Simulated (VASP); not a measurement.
# Ti (P6_3/mmc) in VASP: a series of runs, part 2 of 2

VASP 6.6.1.

### Step 3. Single point, PBE

This run uses another cell than the first one, of 12.67 Å³/atom.

The input, INCAR:

```
PREC     = Accurate       # precision mode
ENCUT    = 520            # plane-wave cutoff, eV
EDIFF    = 1E-6           # SCF threshold, eV
ISMEAR   = 0              # smearing method
SIGMA    = 0.1            # smearing width, eV
LREAL    = False          # projectors in reciprocal space
LASPH    = True           # aspherical terms in the spheres
NELM     = 60             # most SCF steps
ALGO     = Normal         # electronic algorithm
ISIF     = 2              # what is computed and relaxed
LWAVE    = False          # write WAVECAR
LCHARG   = False          # write CHGCAR
GGA      = PE             # functional
NBANDS   = 19             # bands
```

The input, KPOINTS:

```
Automatic mesh
0
Gamma
  18 18 10
```

The input, POSCAR:

```
Ti
1.0
    2.6274343527      0.0000000000      0.0000000000
   -1.3137171763      2.2754248962      0.0000000000
    0.0000000000      0.0000000000      4.2393113615
Ti
2
Direct
    0.3333333333      0.6666666667      0.2500000000
    0.6666666667      0.3333333333      0.7500000000
```

Potentials or basis: VASP PAW PBE potentials, release 64 (Ti_sv).

On the command line:

```
$ cat potpaw_PBE.64/Ti_sv/POTCAR > POTCAR
$ mpirun -np 1 vasp_std > vasp.out
```

Wall time 1.9 min (1 thread of AMD EPYC 7R43 (Zen 3), shared host); peak memory 0.17 GiB.

It converged, with:

| Item | Value |
| --- | --- |
| Free energy | -14.2949 eV |
| Pressure | 58.9 GPa |
| Band gap on the k mesh | zero (bands 12 and 13 overlap by 1.30 eV) |

Levels at points of the mesh, in eV from the Fermi level:
```csv
k point,band 10,band 11,band 12,band 13,band 14,band 15
"(0.00, 0.00, 0.00)",-3.57,0.88,0.88,0.89,1.62,1.62
"(0.50, 0.00, 0.00)",-2.90,-2.78,0.08,0.55,0.85,1.60
"(0.00, 0.00, 0.50)",-4.50,-0.02,-0.02,0.79,0.79,0.79
"(0.50, 0.00, 0.50)",-3.56,-1.43,-1.43,2.41,2.41,2.57
```

Caveat: the cell stands under pressure.

### Step 4. Single point, PBE

This run uses another cell than the first one, of 14.35 Å³/atom.

The input, INCAR:

```
PREC = Accurate
ENCUT = 520
EDIFF = 1E-6
ISMEAR = 0
SIGMA = 0.1
LREAL = F
LASPH = T
NELM = 80
ALGO = Normal
ISIF = 2
LWAVE = F
LCHARG = F
GGA = PE
NBANDS = 19
```

The input, KPOINTS:

```
regular mesh
0
Gamma
  18 18 10
```

The input, POSCAR:

```
Ti
1.0
    2.7513477465      0.0000000000      0.0000000000
   -1.3756738732      2.3827370432      0.0000000000
    0.0000000000      0.0000000000      4.3786691482
Ti
2
Direct
    0.3333333333      0.6666666667      0.2500000000
    0.6666666667      0.3333333333      0.7500000000
```

Potentials or basis: VASP PAW PBE potentials, release 64 (Ti_sv).

On the command line:

```
$ cat potpaw_PBE.64/Ti_sv/POTCAR > POTCAR
$ mpirun -np 1 vasp_std > vasp.out
```

OUTCAR:

```text
PREC = Accurate
   ENCUT = 520
   EDIFF = 1E-6
   ISMEAR = 0
   LREAL = F
   LASPH = T
   NELM = 80
   ISIF = 2
   GGA = PE

 ion  position               nearest neighbor table
   1  0.333  0.667  0.250-   2 2.70   2 2.70   2 2.70   2 2.70   2 2.70   2 2.70
   2  0.667  0.333  0.750-   1 2.70   1 2.70   1 2.70   1 2.70   1 2.70   1 2.70

  LATTYP: Found a hexagonal cell.
 ALAT       =     2.7513477465
 C/A-ratio  =     1.5914633669

  Lattice vectors:

[... 190 lines left out ...]
      2     -45.7899      2.00000
      3     -22.9199      2.00000
      4     -21.7861      2.00000
      5     -21.7861      2.00000
      6     -21.6450      2.00000
[... 505 lines left out ...]
      6     -22.0929      2.00000
[... 11 lines left out ...]
     18      14.8890      0.00000
     19      15.9204      0.00000

 [... further k-points ...]
[... 5 lines left out ...]
  --------------------------------------------------------------------------------------
  -------------------------------------------------------------------------------------
  Total        5.2409831      5.2409831      5.2479922      0.0000000      0.0000000      0.0000000
  in kB      292.5227223    292.5227223    292.9139354      0.0000000      0.0000000      0.0000000
  external PRESSURE =     292.6531267 kB  Pullay stress =       0.0000000 kB

 VOLUME and BASIS-vectors are now :
 -----------------------------------------------------------------------------
  energy-cutoff  :      520.00
  volume of cell :       28.71
      direct lattice vectors                 reciprocal lattice vectors
     2.751347747  0.000000000  0.000000000     0.363458237  0.209842711  0.000000000
    -1.375673873  2.382737043  0.000000000     0.000000000  0.419685421  0.000000000
     0.000000000  0.000000000  4.378669148     0.000000000  0.000000000  0.228379895

 POSITION                                       TOTAL-FORCE (eV/Angst)
 -----------------------------------------------------------------------------------
     -0.00000      1.58849      1.09467         0.000000      0.000000      0.000000
      1.37567      0.79425      3.28400        -0.000000     -0.000000      0.000000
 -----------------------------------------------------------------------------------
    total drift:                               -0.000000      0.000000     -0.000000

  FREE ENERGIE OF THE ION-ELECTRON SYSTEM (eV)
  ---------------------------------------------------
  free  energy   TOTEN  =       -15.1986708135 eV

  energy  without entropy=      -15.1891721041  energy(sigma->0) =      -15.19392146
```

Run time: 2.7 min. Hardware: 1 thread of AMD EPYC 7R43 (Zen 3), shared host; peak memory 0.18 GiB.

Results:

```
Free energy            : -15.1987 eV
Pressure               : 29.3 GPa
Band gap on the k mesh : zero (bands 12 and 13 overlap by 1.24 eV)
```

Caveat: the cell stands under pressure.

### Step 5. Single point, PBE

This run uses another cell than the first one, of 15.58 Å³/atom.

The input, INCAR:

```
SYSTEM = Ti
PREC = Accurate ; ENCUT = 520
EDIFF = 1E-7 ; ISMEAR = 0
SIGMA = 0.1 ; LREAL = .False.
LASPH = .True. ; NELM = 80
ALGO = Fast ; ISIF = 2
LWAVE = .False. ; LCHARG = .True.
GGA = PE ; LELF = .True.
LVHAR = .True. ; NBANDS = 19
```

The input, KPOINTS:

```
Automatic mesh
0
Gamma
  18 18 10
  0 0 0
```

The input, POSCAR:

```
Ti
1.0
    2.8303160148      0.0000000000      0.0000000000
   -1.4151580074      2.4511255695      0.0000000000
    0.0000000000      0.0000000000      4.4909744283
Ti
2
Direct
    0.3333333333      0.6666666667      0.2500000000
    0.6666666667      0.3333333333      0.7500000000
```

Potentials or basis: VASP PAW PBE potentials, release 64 (Ti_sv).

On the command line:

```
$ cat potpaw_PBE.64/Ti_sv/POTCAR > POTCAR
$ mpirun -np 1 vasp_std > vasp.out
```

OUTCAR:

```text
SYSTEM = Ti
   PREC = Accurate
   ENCUT = 520
   EDIFF = 1E-7
   ISMEAR = 0
   LREAL = .False.
   LASPH = .True.
   NELM = 80
   ISIF = 2
   GGA = PE

 ion  position               nearest neighbor table
   1  0.333  0.667  0.250-   2 2.78   2 2.78   2 2.78   2 2.78   2 2.78   2 2.78
   2  0.667  0.333  0.750-   1 2.78   1 2.78   1 2.78   1 2.78   1 2.78   1 2.78

  LATTYP: Found a hexagonal cell.
 ALAT       =     2.8303160148
 C/A-ratio  =     1.5867395742

  Lattice vectors:

 A1 = (   2.8303160148,   0.0000000000,   0.0000000000)
 A2 = (  -1.4151580074,   2.4511255695,   0.0000000000)
[... 194 lines left out ...]
      6     -22.8806      2.00000
[... 505 lines left out ...]
      6     -23.2213      2.00000
[... 11 lines left out ...]
     18      13.5167      0.00000
     19      14.4010      0.00000

 [... further k-points ...]
[... 5 lines left out ...]
  --------------------------------------------------------------------------------------
  -------------------------------------------------------------------------------------
  Total        2.7832955      2.7832955      2.7930551     -0.0000000      0.0000000      0.0000000
  in kB      143.1293938    143.1293938    143.6312745     -0.0000000      0.0000000      0.0000000
  external PRESSURE =     143.2966874 kB  Pullay stress =       0.0000000 kB

 VOLUME and BASIS-vectors are now :
 -----------------------------------------------------------------------------
  energy-cutoff  :      520.00
  volume of cell :       31.16
      direct lattice vectors                 reciprocal lattice vectors
     2.830316015  0.000000000  0.000000000     0.353317437  0.203987917  0.000000000
    -1.415158007  2.451125569  0.000000000     0.000000000  0.407975835  0.000000000
     0.000000000  0.000000000  4.490974428     0.000000000  0.000000000  0.222668825

 POSITION                                       TOTAL-FORCE (eV/Angst)
 -----------------------------------------------------------------------------------
     -0.00000      1.63408      1.12274        -0.000000     -0.000000      0.000000
      1.41516      0.81704      3.36823         0.000000      0.000000      0.000000
 -----------------------------------------------------------------------------------
    total drift:                               -0.000000      0.000000     -0.000000

  FREE ENERGIE OF THE ION-ELECTRON SYSTEM (eV)
  ---------------------------------------------------
  free  energy   TOTEN  =       -15.5282894384 eV

  energy  without entropy=      -15.5193522801  energy(sigma->0) =      -15.52382086
```

OSZICAR:

```text
N       E                     dE             d eps       ncg     rms          rms(c)
DAV:   1     0.263766838515E+03    0.26377E+03   -0.12991E+04  8444   0.161E+03
DAV:   2     0.129821202757E+02   -0.25078E+03   -0.24663E+03  8718   0.443E+02
DAV:   3    -0.160960296938E+02   -0.29078E+02   -0.28670E+02 15618   0.124E+02
DAV:   4    -0.171868215902E+02   -0.10908E+01   -0.10896E+01  9667   0.252E+01
[... 46 lines left out ...]
RMM:  51    -0.155282895375E+02   -0.10658E-06   -0.14155E-06  7092   0.376E-03    0.137E-02
RMM:  52    -0.155282896528E+02   -0.11531E-06   -0.12764E-06  7413   0.365E-03    0.141E-02
RMM:  53    -0.155282896252E+02    0.27612E-07   -0.11134E-06  8205   0.383E-03    0.134E-02
RMM:  54    -0.155282895335E+02    0.91707E-07   -0.10515E-06  9152   0.469E-03    0.119E-02
RMM:  55    -0.155282894384E+02    0.95044E-07   -0.94087E-07  8409   0.464E-03
   1 F= -.15528289E+02 E0= -.15523821E+02  d E =-.893716E-02
```

stdout:

```text
POSCAR found type information on POSCAR Ti
 POSCAR found :  1 types and       2 ions
[... 59 lines left out ...]
 num prob  num prob  num prob  num prob WARNING in EDDRMM: call to ZHEGV failed, returncode =   8  4      4
 num prob  num prob  num prob  num prob  num prob  num prob  num prob  num prob  num prob RMM:  48    -0.155282891698E+02   -0.15884E-06   -0.21830E-06  7212   0.444E-03    0.132E-02
 num prob  num prob  num prob  num prob  num prob  num prob  num prob  num prob  num prob  num prob  num prob WARNING in EDDRMM: call to ZHEGV failed, returncode =   6  3      5
 num prob  num prob  num prob WARNING in EDDRMM: call to ZHEGV failed, returncode =   6  3     10
 num prob  num prob  num prob  num prob  num prob WARNING in EDDRMM: call to ZHEGV failed, returncode =   6  3      9
 num prob  num prob  num prob  num prob  num prob  num prob  num prob  num prob  num prob  num prob  num prob  num prob  num prob  num prob WARNING in EDDRMM: call to
```

It took 13 min on 1 thread of AMD EPYC 7R43 (Zen 3), shared host; peak memory 0.19 GiB.

What came out:

```yaml
Free_energy: -15.5283 eV
Pressure: 14.3 GPa
Band_gap_on_the_k_mesh: zero (bands 12 and 13 overlap by 1.18 eV)
```

Caveat: the cell stands under pressure.

### Step 6. The runs side by side

| cell | gap on the mesh (eV) | pressure (GPa) |
| --- | --- | --- |
| a = 2.967, b = 2.967, c = 4.691 Å, angles 90.0, 90.0, 120.0°, 2 atoms | none | -3.3 |
| a = 2.627, b = 2.627, c = 4.239 Å, angles 90.0, 90.0, 120.0°, 2 atoms | none | 58.9 |
| a = 2.751, b = 2.751, c = 4.379 Å, angles 90.0, 90.0, 120.0°, 2 atoms | none | 29.3 |
| a = 2.830, b = 2.830, c = 4.491 Å, angles 90.0, 90.0, 120.0°, 2 atoms | none | 14.3 |

Alike in all rows: task single point; level PBE; potentials or basis VASP PAW PBE potentials, release 64 (Ti_sv); no spin polarisation; k mesh 18 × 18 × 10; cutoff (eV) 520; smearing gaussian 0.1 eV.

Caveats: the cell stands under pressure (at least some runs); the cell stands under tension (at least some runs).

Total energies depend on the potentials used, so only differences within one code and one set of settings carry meaning.
